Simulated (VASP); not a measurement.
# BN (F-43m) in VASP: a series of runs

The runs below take BN through single point, with PBE, PBEsol.

Program: VASP 6.6.1. These are calculated values, not measurements. Logs are shortened: lines on timing, memory, paths and dates and some standing lists are left out, and cuts for length are marked.

## 1. The cell of the first run

It takes space group F-43m (No. 216, cubic). Conventional cell: a = 3.539 Å, b = 3.539 Å, c = 3.539 Å, α = 90.00°, β = 90.00°, γ = 90.00°. B (site symmetry -43m) has 4 N at 1.53 Å within 2.0 Å. N (site symmetry -43m) has 4 B at 1.53 Å within 2.0 Å.

## 2. Single point, PBE (strained)

The input, INCAR:

```
  ALGO = Normal
  EDIFF = 1E-6
  ENCUT = 520
  GGA = PE
  ISIF = 2
  ISMEAR = 0
  LASPH = True
  LCHARG = True
  LELF = True
  LREAL = False
  LVHAR = True
  LWAVE = False
  NBANDS = 11
  NELM = 60
  PREC = Accurate
  SIGMA = 0.02
```

The input, KPOINTS:

```
k-points
0
Gamma
  12 12 12
```

The input, POSCAR:

```
BN
1.0
    0.0000000000      1.7695796260      1.7695796260
    1.7695796260      0.0000000000      1.7695796260
    1.7695796260      1.7695796260      0.0000000000
B N
1 1
Direct
    0.0000000000      0.0000000000      0.0000000000
    0.7500000000      0.7500000000      0.7500000000
```

Potentials or basis: VASP PAW PBE potentials, release 64 (B, N).

Command:

```console
cat potpaw_PBE.64/B/POTCAR potpaw_PBE.64/N/POTCAR > POTCAR
mpirun -np 1 vasp_std > vasp.out
```

OUTCAR:

```text
EDIFF = 1E-6
   ENCUT = 520
   GGA = PE
   ISIF = 2
   ISMEAR = 0
   LASPH = True
   LREAL = False
   NELM = 60
   PREC = Accurate

 ion  position               nearest neighbor table
   1  0.000  0.000  0.000-   2 1.53   2 1.53   2 1.53   2 1.53
   2  0.750  0.750  0.750-   1 1.53   1 1.53   1 1.53   1 1.53

  LATTYP: Found a face centered cubic cell.
 ALAT       =     3.5391592520

  Lattice vectors:

 A1 = (   0.0000000000,   1.7695796260,   1.7695796260)
 A2 = (   1.7695796260,   0.0000000000,   1.7695796260)
 A3 = (   1.7695796260,   1.7695796260,   0.0000000000)

Analysis of symmetry for initial positions (statically):
=====================================================================
 Subroutine PRICEL returns:
 Original cell was already a primitive cell.

 Routine SETGRP: Setting up the symmetry group for a
 face centered cubic supercell.

 Subroutine GETGRP returns: Found 24 space group operations
 (whereof 24 operations were pure point group operations)
 out of a pool of 48 trial point group operations.

The static configuration has the point symmetry T_d .

Analysis of symmetry for dynamics (positions and initial velocities):
=====================================================================
 Subroutine PRICEL returns:
 Original cell was already a primitive cell.

 Routine SETGRP: Setting up the symmetry group for a
 face centered cubic supercell.

 Subroutine GETGRP returns: Found 24 space group operations
 (whereof 24 operations were pure point group operations)
 out of a pool of 48 trial point group operations.

The dynamic configuration has the point symmetry T_d .

 Subroutine INISYM returns: Found 24 space group operations
 (whereof 24 operations are pure point group operations),
 and found     1 'primitive' translations

----------------------------------------------------------------------------------------

                                     Primitive cell

  volume of cell :      11.0826

  direct lattice vectors                    reciprocal lattice vectors
     0.000000000  1.769579626  1.769579626    -0.282552982  0.282552982  0.282552982
     1.769579626  0.000000000  1.769579626     0.282552982 -0.282552982  0.282552982
     1.769579626  1.769579626  0.000000000     0.282552982  0.282552982 -0.282552982

  length of vectors
     2.502563507  2.502563507  2.502563507     0.489396120  0.489396120  0.489396120

  position of ions in fractional coordinates (direct lattice)
     0.000000000  0.000000000  0.000000000
[... 81 lines left out ...]
   NSW    =      0    number of steps for IOM
   IBRION =     -1    ionic relax: 0-MD 1-quasi-New 2-CG
   NFREE  =      0    steps in history (QN), initial steepest desc. (CG)
   ISIF   =      2    stress and relaxation
   ISYM   =      2    0-nonsym 1-usesym 2-fastsym
   POTIM  = 0.5000    time-step for ionic-motion
   TEBEG  =    0.0;   TEEND  =   0.0 temperature during run
   PSTRESS=    0.0 pullay stress
   NELECT =       8.0000    total number of electrons
   NUPDOWN=      -1.0000    fix difference up-down
   EMIN   =  10.00;   EMAX   =-10.00  energy-range for DOS
   EFERMI =   0.00;   METHOD = LEGACY
   ISMEAR =     0;   SIGMA  =   0.02  broadening in eV -4-tet -1-fermi 0-gaus
   EFERMI_NEDOS =   21; number of points for ismear=-14 and -15
   IALGO  =     38    algorithm
   IMIX   =      4    mixing-type and parameters
     AMIX     =   0.40;   BMIX     =  1.00
     AMIX_MAG =   1.60;   BMIX_MAG =  1.00
  volume/ion in A,a.u.               =       5.54        37.39
  Fermi-wavevector in a.u.,A,eV,Ry     =   1.468559  2.775174 29.343214  2.156665
  Thomas-Fermi vector in A             =   2.584042
   LORBIT       =      0    0 simple, 1 ext, 2 COOP (PROOUT), +10 PAW based schemes
   GGA     = PE    functional components
   LHFCALC =     F    Hartree Fock is set to
   AEXX    =    0.0000 exact exchange contribution
   IVDW    =     0    specifies the selected vdW correction
   LEPSILON=     F    determine dielectric tensor
   LRPA    =     F    only Hartree local field effects (RPA)
 non-spin polarized calculation
 Gauss-broadening in eV      SIGMA  =   0.02
  energy-cutoff  :      520.00
  volume of cell :       11.08
 maximum number of plane-waves:       310
   NGX =  9   NGY =  9   NGZ =  9

 number of electron       7.9999999 magnetization

 Free energy of the ion-electron system (eV)
  ---------------------------------------------------
  ext. energy  EPLUGINS =         0.00000000
  ---------------------------------------------------
  free energy    TOTEN  =       -17.37407125 eV

  energy without entropy =      -17.37407125  energy(sigma->0) =      -17.37407125

 E-fermi :   8.3042     XC(G=0): -13.1390

 val. band max:        8.2068825645   @ k =   0.0000   0.0000   0.0000
 cond. band min:      12.7308322710   @ k =   0.5000   0.5000   0.0000
 fundamental gap:      4.5239497064
 Fermi energy:         8.3042172292

 k-point     1 :       0.0000    0.0000    0.0000
  band No.  band energies     occupation
      1     -12.7656      2.00000
      2       8.2069      2.00000
      3       8.2069      2.00000
      4       8.2069      2.00000
      5      17.3307      0.00000
      6      17.3307      0.00000
      7      17.3307      0.00000
      8      19.6110      0.00000
      9      34.1760      0.00000
     10      36.7634      0.00000
     11      36.7634      0.00000
[... 309 lines left out ...]
 k-point    24 :      -0.4167    0.1667    0.0000
  band No.  band energies     occupation
      1      -7.8546      2.00000
      2      -2.3510      2.00000
      3       3.8656      2.00000
      4       5.4701      2.00000
      5      17.8339      0.00000
      6      20.9322      0.00000
      7      21.2285      0.00000
      8      24.7417      0.00000
      9      30.0722      0.00000
     10      34.3618      0.00000
     11      36.2010      0.00000

 [... further k-points ...]
[... 5 lines left out ...]
  --------------------------------------------------------------------------------------
  -------------------------------------------------------------------------------------
  Total        2.1323281      2.1323281      2.1323281     -0.0000000     -0.0000000      0.0000000
  in kB      308.2650497    308.2650497    308.2650497     -0.0000000     -0.0000000      0.0000000
  external PRESSURE =     308.2650497 kB  Pullay stress =       0.0000000 kB

 VOLUME and BASIS-vectors are now :
 -----------------------------------------------------------------------------
  energy-cutoff  :      520.00
  volume of cell :       11.08
      direct lattice vectors                 reciprocal lattice vectors
     0.000000000  1.769579626  1.769579626    -0.282552982  0.282552982  0.282552982
     1.769579626  0.000000000  1.769579626     0.282552982 -0.282552982  0.282552982
     1.769579626  1.769579626  0.000000000     0.282552982  0.282552982 -0.282552982

 POSITION                                       TOTAL-FORCE (eV/Angst)
 -----------------------------------------------------------------------------------
      0.00000      0.00000      0.00000        -0.000000     -0.000000     -0.000000
      2.65437      2.65437      2.65437         0.000000      0.000000      0.000000
 -----------------------------------------------------------------------------------
    total drift:                               -0.000000     -0.000000     -0.000000

  FREE ENERGIE OF THE ION-ELECTRON SYSTEM (eV)
  ---------------------------------------------------
  free  energy   TOTEN  =       -17.3740712530 eV

  energy  without entropy=      -17.3740712530  energy(sigma->0) =      -17.37407125
```

Wall time 23 s (1 thread of AMD EPYC 7R13, shared host); peak memory 0.09 GiB.

Results:

| Item | Value |
| --- | --- |
| Free energy | -17.3741 eV |
| Pressure | 30.8 GPa |
| Band gap on the k mesh | 4.52 eV, indirect (least direct gap 9.12 eV) |

Caveat: the cell differs from its parent crystal (strained). A k mesh can miss the band edges.

## 3. Single point, PBEsol (functional PBEsol, strained)

The input, INCAR:

```
SYSTEM = BN
ALGO = Normal
EDIFF = 1E-7
ENCUT = 520
GGA = PS
ISIF = 2
ISMEAR = 0
LASPH = .True.
LCHARG = .True.
LELF = .True.
LREAL = .False.
LVHAR = .True.
LWAVE = .False.
NBANDS = 11
NELM = 60
PREC = Accurate
SIGMA = 0.02
```

The input, KPOINTS:

```
k-points
0
Gamma
  12 12 12
  0 0 0
```

The input, POSCAR:

```
BN
1.0
    0.0000000000      1.7859510251      1.7859510251
    1.7859510251      0.0000000000      1.7859510251
    1.7859510251      1.7859510251      0.0000000000
B N
1 1
Direct
    0.0000000000      0.0000000000      0.0000000000
    0.7500000000      0.7500000000      0.7500000000
```

Potentials or basis: VASP PAW PBE potentials, release 64 (B, N).

Command:

```console
cat potpaw_PBE.64/B/POTCAR potpaw_PBE.64/N/POTCAR > POTCAR
mpirun -np 1 vasp_std > vasp.out
```

Run time: 24 s. Hardware: 1 thread of AMD EPYC 7R13, shared host; peak memory 0.09 GiB.

The run converged. Its results:

```
Free energy            : -18.3335 eV
Pressure               : 12.2 GPa
Band gap on the k mesh : 4.31 eV, indirect (least direct gap 8.93 eV)
```

Levels at points of the mesh, in eV from the valence-band top:
| k point | band 1 | band 2 | band 3 | band 4 | band 5 | band 6 | band 7 | band 8 |
| --- | --- | --- | --- | --- | --- | --- | --- | --- |
| (0.00, 0.00, 0.00) | -20.67 | 0.00 | 0.00 | 0.00 | 8.93 | 8.93 | 8.93 | 10.85 |
| (0.50, 0.00, 0.00) | -16.23 | -11.11 | -2.02 | -2.02 | 10.57 | 10.82 | 10.82 | 15.44 |
| (0.50, 0.50, 0.00) | -14.80 | -9.20 | -5.12 | -5.12 | 4.31 | 9.29 | 18.43 | 18.43 |

Caveat: the cell differs from its parent crystal (functional PBEsol, strained); the PAW data sets were made with another functional, which shifts forces and pressure a little.
